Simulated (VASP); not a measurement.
# CaCuH2 (P-4m2) in VASP: further runs

Runs on CaCuH2. Level: PBE. Tasks: single point, relaxation of cell and atoms.

All numbers are computed with VASP 6.6.1; they aren't measurements. Logs are shortened: lines on timing, memory, paths and dates and some standing lists are left out, and cuts for length are marked.

**1. The cell of the first run**

The structure is tetragonal, space group P-4m2 (No. 115). Conventional cell: a = 3.510 Å, b = 3.510 Å, c = 5.030 Å, α = 90.00°, β = 90.00°, γ = 90.00°. Ca (site symmetry -4m2) has 4 H at 2.14 Å within 2.8 Å. Cu (site symmetry -4m2) has 4 H at 2.18 Å within 2.9 Å. Within 2.8 Å of H (site symmetry 2mm) lie 2 Ca at 2.14 Å and 2 Cu at 2.18 Å.

**2. Single point, PBE**

INCAR reads:

```
SYSTEM = CaCuH2
ALGO = Normal
EDIFF = 1E-7
ENCUT = 520
GGA = PE
ISIF = 2
ISMEAR = 0
LASPH = .True.
LCHARG = .True.
LELF = .True.
LREAL = .False.
LVHAR = .True.
LWAVE = .False.
NBANDS = 20
NELM = 80
PREC = Accurate
SIGMA = 0.1
```

KPOINTS reads:

```
k-points
0
Gamma
  6 6 4
  0 0 0
```

POSCAR reads:

```
CaCuH2
1.0
    3.5100590800      0.0000000000      0.0000000000
    0.0000000000      3.5100590800      0.0000000000
    0.0000000000      0.0000000000      5.0303112400
Ca Cu H
1 1 2
Direct
    0.0000000000      0.0000000000      0.0000000000
    0.5000000000      0.5000000000      0.5000000000
    0.0000000000      0.5000000000      0.2432881600
    0.5000000000      0.0000000000      0.7567118400
```

Potentials or basis: VASP PAW PBE potentials, release 64 (Ca_sv, Cu, H).

Launch:

```console
> cat potpaw_PBE.64/Ca_sv/POTCAR potpaw_PBE.64/Cu/POTCAR potpaw_PBE.64/H/POTCAR > POTCAR
> mpirun -np 1 vasp_std > vasp.out
```

OUTCAR:

```text
SYSTEM = CaCuH2
   EDIFF = 1E-7
   ENCUT = 520
   GGA = PE
   ISIF = 2
   ISMEAR = 0
   LASPH = .True.
   LREAL = .False.
   NELM = 80
   PREC = Accurate

 ion  position               nearest neighbor table
   1  0.000  0.000  0.000-
   2  0.500  0.500  0.500-
   3  0.000  0.500  0.243-
   4  0.500  0.000  0.757-

  LATTYP: Found a simple tetragonal cell.
 ALAT       =     3.5100590800
 C/A-ratio  =     1.4331129834

  Lattice vectors:

 A1 = (   3.5100590800,   0.0000000000,   0.0000000000)
 A2 = (   0.0000000000,   3.5100590800,   0.0000000000)
 A3 = (   0.0000000000,   0.0000000000,   5.0303112400)

Analysis of symmetry for initial positions (statically):
=====================================================================
 Subroutine PRICEL returns:
 Original cell was already a primitive cell.

 Routine SETGRP: Setting up the symmetry group for a
 simple tetragonal supercell.

 Subroutine GETGRP returns: Found  8 space group operations
 (whereof  8 operations were pure point group operations)
 out of a pool of 16 trial point group operations.

The static configuration has the point symmetry D_2d.

Analysis of symmetry for dynamics (positions and initial velocities):
=====================================================================
 Subroutine PRICEL returns:
 Original cell was already a primitive cell.

 Routine SETGRP: Setting up the symmetry group for a
 simple tetragonal supercell.

 Subroutine GETGRP returns: Found  8 space group operations
 (whereof  8 operations were pure point group operations)
 out of a pool of 16 trial point group operations.

The dynamic configuration has the point symmetry D_2d.

 Subroutine INISYM returns: Found  8 space group operations
 (whereof  8 operations are pure point group operations),
 and found     1 'primitive' translations

----------------------------------------------------------------------------------------

                                     Primitive cell

  volume of cell :      61.9760

  direct lattice vectors                    reciprocal lattice vectors
     3.510059080  0.000000000  0.000000000     0.284895490  0.000000000  0.000000000
     0.000000000  3.510059080  0.000000000     0.000000000  0.284895490  0.000000000
     0.000000000  0.000000000  5.030311240     0.000000000  0.000000000  0.198794856

  length of vectors
     3.510059080  3.510059080  5.030311240     0.284895490  0.284895490  0.198794856

  position of ions in fractional coordinates (direct lattice)
     0.000000000  0.000000000  0.000000000
     0.500000000  0.500000000  0.500000000
     0.000000000  0.500000000  0.243288160
     0.500000000  0.000000000  0.756711840

  ion indices of the primitive-cell ions
   primitive index   ion index
                 1           1
                 2           2
                 3           3
                 4           4

----------------------------------------------------------------------------------------

 KPOINTS: k-points

Automatic generation of k-mesh.
 Grid dimensions read from file:
 generate k-points for:    6    6    4

 Generating k-lattice:

  Cartesian coordinates                     Fractional coordinates (reciprocal lattice)
     0.047482582  0.000000000  0.000000000     0.166666667  0.000000000  0.000000000
     0.000000000  0.047482582  0.000000000     0.000000000  0.166666667  0.000000000
     0.000000000  0.000000000  0.049698714     0.000000000  0.000000000  0.250000000

  Length of vectors
     0.047482582  0.047482582  0.049698714

  Shift w.r.t. Gamma in fractional coordinates (k-lattice)
     0.000000000  0.000000000  0.000000000

 Subroutine IBZKPT returns following result:
 ===========================================

 Found     30 irreducible k-points:

 Following reciprocal coordinates:
            Coordinates               Weight
  0.000000  0.000000  0.000000      1.000000
  0.166667  0.000000  0.000000      4.000000
  0.333333  0.000000  0.000000      4.000000
  0.500000  0.000000  0.000000      2.000000
  0.166667  0.166667  0.000000      4.000000
  0.333333  0.166667  0.000000      8.000000
[... 16 lines left out ...]
  0.333333  0.000000  0.500000      4.000000
  0.500000  0.000000  0.500000      2.000000
 [... further k-points ...]
   k-points           NKPTS =     30   k-points in BZ     NKDIM =     30   number of bands    NBANDS=     20
   number of dos      NEDOS =    301   number of ions     NIONS =      4
   total plane-waves  NPLWV =  31360
   dimension x,y,z NGX =    28 NGY =   28 NGZ =   40
   dimension x,y,z NGXF=    56 NGYF=   56 NGZF=   80
   ions per type =               1   1   2
   NGX,Y,Z   is equivalent  to a cutoff of  13.26, 13.26, 13.22 a.u.
   NGXF,Y,Z  is equivalent  to a cutoff of  26.52, 26.52, 26.44 a.u.
 SYSTEM =  CaCuH2
   PREC   = accura    normal or accurate (medium, high low for compatibility)
   ISTART =      0    job   : 0-new  1-cont  2-samecut
   ICHARG =      2    charge: 1-file 2-atom 10-const
   ISPIN  =      1    spin polarized calculation?
   LNONCOLLINEAR =      F non collinear calculations
   LSORBIT =      F    spin-orbit coupling
   LASPH  =      T    aspherical Exc in radial PAW
   ENCUT  =  520.0 eV  38.22 Ry    6.18 a.u.   6.53  6.53  9.35*2*pi/ulx,y,z
   NELM   =     80;   NELMIN=  2; NELMDL= -5     # of ELM steps
   EDIFF  = 0.1E-06   stopping-criterion for ELM
   LREAL  =      F    real-space projection
   EDIFFG = 0.1E-05   stopping-criterion for IOM
   NSW    =      0    number of steps for IOM
   IBRION =     -1    ionic relax: 0-MD 1-quasi-New 2-CG
   NFREE  =      0    steps in history (QN), initial steepest desc. (CG)
   ISIF   =      2    stress and relaxation
   ISYM   =      2    0-nonsym 1-usesym 2-fastsym
   POTIM  = 0.5000    time-step for ionic-motion
   TEBEG  =    0.0;   TEEND  =   0.0 temperature during run
   PSTRESS=    0.0 pullay stress
   NELECT =      23.0000    total number of electrons
   NUPDOWN=      -1.0000    fix difference up-down
   EMIN   =  10.00;   EMAX   =-10.00  energy-range for DOS
   EFERMI =   0.00;   METHOD = LEGACY
   ISMEAR =     0;   SIGMA  =   0.10  broadening in eV -4-tet -1-fermi 0-gaus
   EFERMI_NEDOS =   21; number of points for ismear=-14 and -15
   IALGO  =     38    algorithm
   IMIX   =      4    mixing-type and parameters
     AMIX     =   0.40;   BMIX     =  1.00
     AMIX_MAG =   1.60;   BMIX_MAG =  1.00
  volume/ion in A,a.u.               =      15.49       104.56
  Fermi-wavevector in a.u.,A,eV,Ry     =   1.176457  2.223182 18.831171  1.384052
  Thomas-Fermi vector in A             =   2.312821
   LORBIT       =      0    0 simple, 1 ext, 2 COOP (PROOUT), +10 PAW based schemes
   GGA     = PE    functional components
   LHFCALC =     F    Hartree Fock is set to
   AEXX    =    0.0000 exact exchange contribution
   IVDW    =     0    specifies the selected vdW correction
   LEPSILON=     F    determine dielectric tensor
   LRPA    =     F    only Hartree local field effects (RPA)
 non-spin polarized calculation
 Gauss-broadening in eV      SIGMA  =   0.10
  energy-cutoff  :      520.00
  volume of cell :       61.98
 maximum number of plane-waves:      1703
 NGX is ok and might be reduce to    28
   NGX = 13   NGY = 13   NGZ = 19

 number of electron      23.0000009 magnetization

 Free energy of the ion-electron system (eV)
  ---------------------------------------------------
  ext. energy  EPLUGINS =         0.00000000
  ---------------------------------------------------
  free energy    TOTEN  =       -11.77696522 eV

  energy without entropy =      -11.76419636  energy(sigma->0) =      -11.77058079

 E-fermi :   2.6607     XC(G=0):  -8.8738

 val. band max:        2.6534153590   @ k =   0.1667   0.0000   0.5000
 cond. band min:       2.6727257841   @ k =   0.3333   0.0000   0.0000
 fundamental gap:      0.0193104251
 Fermi energy:         2.6606823872

 k-point     1 :       0.0000    0.0000    0.0000
  band No.  band energies     occupation
      1     -38.5279      2.00000
      2     -19.6088      2.00000
      3     -19.4584      2.00000
      4     -19.4584      2.00000
      5      -4.4995      2.00000
      6      -1.6085      2.00000
[... 12 lines left out ...]
     19       9.0080      0.00000
     20       9.0080      0.00000

 k-point     2 :       0.1667    0.0000    0.0000
  band No.  band energies     occupation
      1     -38.5227      2.00000
      2     -19.6005      2.00000
      3     -19.5227      2.00000
      4     -19.4534      2.00000
      5      -4.1857      2.00000
      6      -1.6238      2.00000
[... 12 lines left out ...]
     19       9.1935      0.00000
     20       9.7462      0.00000

 k-point     3 :       0.3333    0.0000    0.0000
  band No.  band energies     occupation
      1     -38.5123      2.00000
      2     -19.6529      2.00000
      3     -19.5797      2.00000
      4     -19.4435      2.00000
      5      -3.3545      2.00000
      6      -1.7713      2.00000
[... 12 lines left out ...]
     19       9.4453      0.00000
     20      10.9902      0.00000

 k-point     4 :       0.5000    0.0000    0.0000
  band No.  band energies     occupation
      1     -38.5071      2.00000
      2     -19.7146      2.00000
      3     -19.5715      2.00000
      4     -19.4385      2.00000
      5      -2.5124      2.00000
      6      -2.1998      2.00000
[... 12 lines left out ...]
     19       9.5474      0.00000
     20      10.5814      0.00000

 k-point     5 :       0.1667    0.1667    0.0000
  band No.  band energies     occupation
      1     -38.5175      2.00000
      2     -19.5924      2.00000
      3     -19.5208      2.00000
      4     -19.5133      2.00000
      5      -3.8820      2.00000
      6      -1.6155      2.00000
[... 12 lines left out ...]
     19       9.3567      0.00000
     20       9.6366      0.00000
[... 353 lines left out ...]
      6      -2.9537      2.00000
[... 12 lines left out ...]
     19      11.3662      0.00000
     20      11.3662      0.00000

 k-point    22 :       0.1667    0.0000    0.5000
  band No.  band energies     occupation
      1     -38.5226      2.00000
      2     -19.6072      2.00000
      3     -19.5223      2.00000
      4     -19.4532      2.00000
      5      -3.2469      2.00000
      6      -2.7341      2.00000
[... 12 lines left out ...]
     19       9.8999      0.00000
     20      10.8063      0.00000

 k-point    23 :       0.3333    0.0000    0.5000
  band No.  band energies     occupation
      1     -38.5122      2.00000
      2     -19.6519      2.00000
      3     -19.5851      2.00000
      4     -19.4433      2.00000
      5      -2.7882      2.00000
      6      -2.2952      2.00000
[... 12 lines left out ...]
     19       9.8121      0.00000
     20      10.7788      0.00000

 k-point    24 :       0.5000    0.0000    0.5000
  band No.  band energies     occupation
      1     -38.5069      2.00000
      2     -19.7132      2.00000
      3     -19.5764      2.00000
      4     -19.4383      2.00000
      5      -2.5168      2.00000
      6      -2.0812      2.00000
[... 12 lines left out ...]
     19       9.8430      0.00000
     20      11.0631      0.00000

 [... further k-points ...]
[... 5 lines left out ...]
  --------------------------------------------------------------------------------------
  -------------------------------------------------------------------------------------
  Total       -0.7555413     -0.7555413     -3.3352194      0.0000000      0.0000000      0.0000000
  in kB      -19.5319261    -19.5319261    -86.2206481      0.0000000      0.0000000      0.0000000
  external PRESSURE =     -41.7615001 kB  Pullay stress =       0.0000000 kB

 VOLUME and BASIS-vectors are now :
 -----------------------------------------------------------------------------
  energy-cutoff  :      520.00
  volume of cell :       61.98
      direct lattice vectors                 reciprocal lattice vectors
     3.510059080  0.000000000  0.000000000     0.284895490  0.000000000  0.000000000
     0.000000000  3.510059080  0.000000000     0.000000000  0.284895490  0.000000000
     0.000000000  0.000000000  5.030311240     0.000000000  0.000000000  0.198794856

 POSITION                                       TOTAL-FORCE (eV/Angst)
 -----------------------------------------------------------------------------------
      0.00000      0.00000      0.00000         0.000000      0.000000     -0.000000
      1.75503      1.75503      2.51516        -0.000000     -0.000000     -0.000000
      0.00000      1.75503      1.22382        -0.000000      0.000000      1.074887
      1.75503      0.00000      3.80650        -0.000000      0.000000     -1.074887
 -----------------------------------------------------------------------------------
    total drift:                                0.000000      0.000000      0.000000

  FREE ENERGIE OF THE ION-ELECTRON SYSTEM (eV)
  ---------------------------------------------------
  free  energy   TOTEN  =       -11.7769652213 eV

  energy  without entropy=      -11.7641963578  energy(sigma->0) =      -11.77058079
```

It took 20 s on 1 thread of Intel Xeon 6975P-C (Granite Rapids), shared host; peak memory 0.2 GiB.

Results:

| Property | Result |
| --- | --- |
| Free energy | -11.7770 eV |
| Pressure | -4.2 GPa |
| Largest force | 1.075 eV/Å |

Forces in eV/Å, atoms in the order of the input:
```
Ca   0.000  0.000  0.000
Cu   0.000  0.000  0.000
H    0.000  0.000  1.075
H    0.000  0.000 -1.075
```

Caveat: forces of over 1 eV/Å act on the atoms, so gaps and moduli don't describe the material at rest.

[end of part 1 of 2]
